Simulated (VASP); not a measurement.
# Ti (Pm-3m) in VASP: relaxation of cell and atoms with PBE

Aim: the relaxation of cell and atoms of Ti with PBE.

All numbers are computed with VASP 6.6.1; they aren't measurements. Logs are shortened: lines on timing, memory, paths and dates and some standing lists are left out, and cuts for length are marked.

## (1) The cell of the first run

Symmetry: Pm-3m, No. 221, cubic system. Conventional cell: a = 2.635 Å, b = 2.635 Å, c = 2.635 Å, α = 90.00°, β = 90.00°, γ = 90.00°. Within 3.5 Å of Ti (site symmetry m-3m) lie 6 Ti at 2.63 Å.

This isn't the form of Ti at room conditions, which is hcp.

## (2) Relaxation of cell and atoms, PBE

The input, INCAR:

```
SYSTEM = Ti
  ALGO = Normal
  EDIFF = 1E-7
  EDIFFG = -0.01
  ENCUT = 600
  GGA = PE
  IBRION = 2
  ISIF = 3
  ISMEAR = 0
  LASPH = .TRUE.
  LCHARG = .FALSE.
  LREAL = .FALSE.
  LWAVE = .FALSE.
  NELM = 60
  NSW = 100
  PREC = Accurate
  SIGMA = 0.1
```

The input, KPOINTS:

```
k-points
0
G
  20 20 20
  0 0 0
```

The input, POSCAR:

```
Ti
1.0
    2.6349141098      0.0000000000      0.0000000000
    0.0000000000      2.6349141098      0.0000000000
    0.0000000000      0.0000000000      2.6349141098
Ti
1
Direct
    0.0000000000      0.0000000000      0.0000000000
```

Potentials or basis: VASP PAW PBE potentials, release 64 (Ti_sv).

The run is started by

```console
cat potpaw_PBE.64/Ti_sv/POTCAR > POTCAR
mpirun -np 1 vasp_std > vasp.out
```

OUTCAR:

```text
SYSTEM = Ti
   EDIFF = 1E-7
   EDIFFG = -0.01
   ENCUT = 600
   GGA = PE
   IBRION = 2
   ISIF = 3
   ISMEAR = 0
   LASPH = .TRUE.
   LREAL = .FALSE.
   NELM = 60
   NSW = 100
   PREC = Accurate

 ion  position               nearest neighbor table
   1  0.000  0.000  0.000-

  LATTYP: Found a simple cubic cell.
 ALAT       =     2.6349141098

  Lattice vectors:

 A1 = (   2.6349141098,   0.0000000000,   0.0000000000)
 A2 = (   0.0000000000,   2.6349141098,   0.0000000000)
 A3 = (   0.0000000000,   0.0000000000,   2.6349141098)

Analysis of symmetry for initial positions (statically):
=====================================================================
 Subroutine PRICEL returns:
 Original cell was already a primitive cell.

 Routine SETGRP: Setting up the symmetry group for a
 simple cubic supercell.

 Subroutine GETGRP returns: Found 48 space group operations
 (whereof 48 operations were pure point group operations)
 out of a pool of 48 trial point group operations.

The static configuration has the point symmetry O_h .

Analysis of symmetry for dynamics (positions and initial velocities):
=====================================================================
 Subroutine PRICEL returns:
 Original cell was already a primitive cell.

 Routine SETGRP: Setting up the symmetry group for a
 simple cubic supercell.

 Subroutine GETGRP returns: Found 48 space group operations
 (whereof 48 operations were pure point group operations)
 out of a pool of 48 trial point group operations.

The dynamic configuration has the point symmetry O_h .

 Subroutine INISYM returns: Found 48 space group operations
 (whereof 48 operations are pure point group operations),
 and found     1 'primitive' translations

----------------------------------------------------------------------------------------

                                     Primitive cell

  volume of cell :      18.2936

  direct lattice vectors                    reciprocal lattice vectors
     2.634914110  0.000000000  0.000000000     0.379519012  0.000000000  0.000000000
     0.000000000  2.634914110  0.000000000     0.000000000  0.379519012  0.000000000
     0.000000000  0.000000000  2.634914110     0.000000000  0.000000000  0.379519012

  length of vectors
     2.634914110  2.634914110  2.634914110     0.379519012  0.379519012  0.379519012

  position of ions in fractional coordinates (direct lattice)
     0.000000000  0.000000000  0.000000000

  ion indices of the primitive-cell ions
   primitive index   ion index
                 1           1

----------------------------------------------------------------------------------------

 KPOINTS: k-points

Automatic generation of k-mesh.
 Grid dimensions read from file:
 generate k-points for:   20   20   20

 Generating k-lattice:

  Cartesian coordinates                     Fractional coordinates (reciprocal lattice)
     0.018975951  0.000000000  0.000000000     0.050000000  0.000000000  0.000000000
     0.000000000  0.018975951  0.000000000     0.000000000  0.050000000  0.000000000
     0.000000000  0.000000000  0.018975951     0.000000000  0.000000000  0.050000000

  Length of vectors
     0.018975951  0.018975951  0.018975951

  Shift w.r.t. Gamma in fractional coordinates (k-lattice)
     0.000000000  0.000000000  0.000000000

 Subroutine IBZKPT returns following result:
 ===========================================

 Found    286 irreducible k-points:

 Following reciprocal coordinates:
            Coordinates               Weight
  0.000000  0.000000  0.000000      1.000000
  0.050000  0.000000  0.000000      6.000000
  0.100000  0.000000  0.000000      6.000000
  0.150000  0.000000  0.000000      6.000000
  0.200000  0.000000  0.000000      6.000000
  0.250000  0.000000  0.000000      6.000000
[... 16 lines left out ...]
  0.150000  0.100000  0.000000     24.000000
  0.200000  0.100000  0.000000     24.000000
 [... further k-points ...]
   k-points           NKPTS =    286   k-points in BZ     NKDIM =    286   number of bands    NBANDS=     10
   number of dos      NEDOS =    301   number of ions     NIONS =      1
   total plane-waves  NPLWV =  13824
   dimension x,y,z NGX =    24 NGY =   24 NGZ =   24
   dimension x,y,z NGXF=    48 NGYF=   48 NGZF=   48
   ions per type =               1
   NGX,Y,Z   is equivalent  to a cutoff of  15.14, 15.14, 15.14 a.u.
   NGXF,Y,Z  is equivalent  to a cutoff of  30.28, 30.28, 30.28 a.u.
 SYSTEM =  Ti
   PREC   = accura    normal or accurate (medium, high low for compatibility)
   ISTART =      0    job   : 0-new  1-cont  2-samecut
   ICHARG =      2    charge: 1-file 2-atom 10-const
   ISPIN  =      1    spin polarized calculation?
   LNONCOLLINEAR =      F non collinear calculations
   LSORBIT =      F    spin-orbit coupling
   LASPH  =      T    aspherical Exc in radial PAW
   ENCUT  =  600.0 eV  44.10 Ry    6.64 a.u.   5.26  5.26  5.26*2*pi/ulx,y,z
   NELM   =     60;   NELMIN=  2; NELMDL= -5     # of ELM steps
   EDIFF  = 0.1E-06   stopping-criterion for ELM
   LREAL  =      F    real-space projection
   EDIFFG = -.1E-01   stopping-criterion for IOM
   NSW    =    100    number of steps for IOM
   IBRION =      2    ionic relax: 0-MD 1-quasi-New 2-CG
   NFREE  =      1    steps in history (QN), initial steepest desc. (CG)
   ISIF   =      3    stress and relaxation
   ISYM   =      2    0-nonsym 1-usesym 2-fastsym
   POTIM  = 0.5000    time-step for ionic-motion
   TEBEG  =    0.0;   TEEND  =   0.0 temperature during run
   PSTRESS=    0.0 pullay stress
   NELECT =      12.0000    total number of electrons
   NUPDOWN=      -1.0000    fix difference up-down
   EMIN   =  10.00;   EMAX   =-10.00  energy-range for DOS
   EFERMI =   0.00;   METHOD = LEGACY
   ISMEAR =     0;   SIGMA  =   0.10  broadening in eV -4-tet -1-fermi 0-gaus
   EFERMI_NEDOS =   21; number of points for ismear=-14 and -15
   IALGO  =     38    algorithm
   IMIX   =      4    mixing-type and parameters
     AMIX     =   0.40;   BMIX     =  1.00
     AMIX_MAG =   1.60;   BMIX_MAG =  1.00
  volume/ion in A,a.u.               =      18.29       123.45
  Fermi-wavevector in a.u.,A,eV,Ry     =   1.422445  2.688031 27.529341  2.023349
  Thomas-Fermi vector in A             =   2.543148
   LORBIT       =      0    0 simple, 1 ext, 2 COOP (PROOUT), +10 PAW based schemes
   GGA     = PE    functional components
   LHFCALC =     F    Hartree Fock is set to
   AEXX    =    0.0000 exact exchange contribution
   IVDW    =     0    specifies the selected vdW correction
   LEPSILON=     F    determine dielectric tensor
   LRPA    =     F    only Hartree local field effects (RPA)
 conjugate gradient relaxation of ions
 non-spin polarized calculation
 Gauss-broadening in eV      SIGMA  =   0.10
  energy-cutoff  :      600.00
  volume of cell :       18.29
 maximum number of plane-waves:       627
 NGX is ok and might be reduce to    24
   NGX = 11   NGY = 11   NGZ = 11

--------------------------------------- Ionic step        1  -------------------------------------------

 number of electron      11.9999997 magnetization

 Free energy of the ion-electron system (eV)
  ---------------------------------------------------
  ext. energy  EPLUGINS =         0.00000000
  ---------------------------------------------------
  free energy    TOTEN  =        -7.00419930 eV

  energy without entropy =       -6.99100085  energy(sigma->0) =       -6.99760007

------------------------ aborting loop because EDIFF is reached ----------------------------------------

  FORCE on cell =-STRESS in cart. coord.  units (eV):
  Direction    XX          YY          ZZ          XY          YZ          ZX
  --------------------------------------------------------------------------------------
  -------------------------------------------------------------------------------------
  Total        0.0543344      0.0543344      0.0543344      0.0000000      0.0000000     -0.0000000
  in kB        4.7586789      4.7586789      4.7586789      0.0000000      0.0000000     -0.0000000
  external PRESSURE =       4.7586789 kB  Pullay stress =       0.0000000 kB
[... 55 lines left out ...]
  energy  without entropy=       -6.9912453082  energy(sigma->0) =       -6.99779656

--------------------------------------- Ionic step        3  -------------------------------------------

 number of electron      11.9999996 magnetization

 Free energy of the ion-electron system (eV)
  ---------------------------------------------------
  ext. energy  EPLUGINS =         0.00000000
  ---------------------------------------------------
  free energy    TOTEN  =        -7.00436304 eV

  energy without entropy =       -6.99123871  energy(sigma->0) =       -6.99780087

 E-fermi :   7.5360     XC(G=0): -11.1213

 val. band max:        7.5354125527   @ k =   0.3500   0.1000   0.0000
 cond. band min:       7.5379216977   @ k =   0.4000   0.1500   0.1000
 fundamental gap:      0.0025091450
 Fermi energy:         7.5360344531

 k-point     1 :       0.0000    0.0000    0.0000
  band No.  band energies     occupation
      1     -49.0378      2.00000
      2     -24.8263      2.00000
      3     -24.8263      2.00000
      4     -24.8263      2.00000
      5       1.8271      2.00000
      6       6.2516      2.00000
      7       6.2516      2.00000
      8      11.4364      0.00000
      9      11.4364      0.00000
     10      11.4364      0.00000
[... 287 lines left out ...]
 k-point    24 :       0.2000    0.1000    0.0000
  band No.  band energies     occupation
      1     -48.9838      2.00000
      2     -25.1233      2.00000
      3     -24.8833      2.00000
      4     -24.7928      2.00000
      5       3.0391      2.00000
      6       6.6223      2.00000
      7       7.0239      2.00000
      8      10.4714      0.00000
      9      10.7341      0.00000
     10      11.3033      0.00000

 [... further k-points ...]

------------------------ aborting loop because EDIFF is reached ----------------------------------------

  FORCE on cell =-STRESS in cart. coord.  units (eV):
  Direction    XX          YY          ZZ          XY          YZ          ZX
  --------------------------------------------------------------------------------------
  -------------------------------------------------------------------------------------
  Total       -0.0002457     -0.0002457     -0.0002457     -0.0000000      0.0000000     -0.0000000
  in kB       -0.0213866     -0.0213866     -0.0213866     -0.0000000      0.0000000     -0.0000000
  external PRESSURE =      -0.0213866 kB  Pullay stress =       0.0000000 kB
[... 16 lines left out ...]
  FREE ENERGIE OF THE ION-ELECTRON SYSTEM (eV)
  ---------------------------------------------------
  free  energy   TOTEN  =        -7.0043630376 eV

  energy  without entropy=       -6.9912387075  energy(sigma->0) =       -6.99780087

 reached required accuracy - stopping structural energy minimisation
```

Wall time 72 s (1 thread of Intel Xeon Platinum 8488C (Sapphire Rapids), shared host); peak memory 0.19 GiB.

What came out:

```yaml
Free_energy: -7.0044 eV
Relaxed_volume: 18.40 Å³/atom
Relaxed_cell: a = 2.640 Å, b = 2.640 Å, c = 2.640 Å, α = 90.00°, β = 90.00°, γ = 90.00°
Space_group_after_relaxing_to_0.1_Å: Pm-3m (No. 221)
Energy_gained_by_relaxing: 0.2 meV/atom
Ionic_steps: 3
Pressure_after_relaxing: 0.0 GPa
Band_gap_on_the_k_mesh: zero (bands 6 and 7 overlap by 1.99 eV)
```

Step by step:
| step | energy change (eV) | largest force (eV/Å) | pressure (GPa) | volume (Å³) |
| --- | --- | --- | --- | --- |
| 1 | 0.0000 | 0.0000 | 0.48 | 18.29 |
| 2 | -0.0001 | 0.0000 | -0.14 | 18.44 |
| 3 | -0.0002 | 0.0000 | 0.00 | 18.40 |

Final structure:
```xyz
1
Lattice="2.6402 0.0000 0.0000 0.0000 2.6402 0.0000 0.0000 0.0000 2.6402" Properties=species:S:1:pos:R:3 pbc="T T T"
Ti    0.0000    0.0000    0.0000
```

Levels at points of the mesh, in eV from the Fermi level:
```csv
k point,band 4,band 5,band 6,band 7,band 8,band 9
"(0.00, 0.00, 0.00)",-32.36,-5.71,-1.28,-1.28,3.90,3.90
"(0.50, 0.00, 0.00)",-32.29,-1.86,-0.57,-0.23,2.05,2.05
"(0.50, 0.50, 0.00)",-32.21,-2.66,-0.12,2.47,2.47,5.00
"(0.50, 0.50, 0.50)",-32.98,-1.15,-1.15,-1.15,5.10,5.10
```
